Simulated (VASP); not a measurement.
A run of VASP 6.6.1:

The input INCAR:

```
ALGO = Normal
EDIFF = 1E-7
ENCUT = 520
GGA = PE
ISIF = 2
ISMEAR = -1
LASPH = T
LCHARG = F
LREAL = F
LWAVE = F
NBANDS = 51
NELM = 60
PREC = Accurate
SIGMA = 0.02
```

File KPOINTS:

```
k-points
0
Gamma
  12 12 4
```

Contents of POSCAR:

```
SnGe2
1.0
    4.2267946078      0.0000000000      0.0000000000
   -2.1133973039      3.6605115069      0.0000000000
    0.0000000000      0.0000000000     10.4694346866
Ge Sn
4 2
Direct
    0.3333333333      0.6666666667      0.6880136213
    0.0000000000      0.0000000000      0.3817931888
    0.0000000000      0.0000000000      0.6182068112
    0.6666666667      0.3333333333      0.3119863787
    0.6666666667      0.3333333333      0.0593106549
    0.3333333333      0.6666666667      0.9406893451
```

Potentials or basis: VASP PAW PBE potentials, release 64 (Ge_d, Sn_d).

Launch:

```bash
$ cat potpaw_PBE.64/Ge_d/POTCAR potpaw_PBE.64/Sn_d/POTCAR > POTCAR
$ mpirun -np 1 vasp_std > vasp.out
```

Hardware: 1 thread of Intel(R) Xeon(R) Platinum 8175M CPU @ 2.50GHz (Skylake/Cascade Lake), on a shared host.

How long does it take, and how much memory?

Run time: 12 min on 1 thread of Intel(R) Xeon(R) Platinum 8175M CPU @ 2.50GHz (Skylake/Cascade Lake), on a shared host, peak memory 0.55 GiB. Counts: scf iterations 15, k points 69.
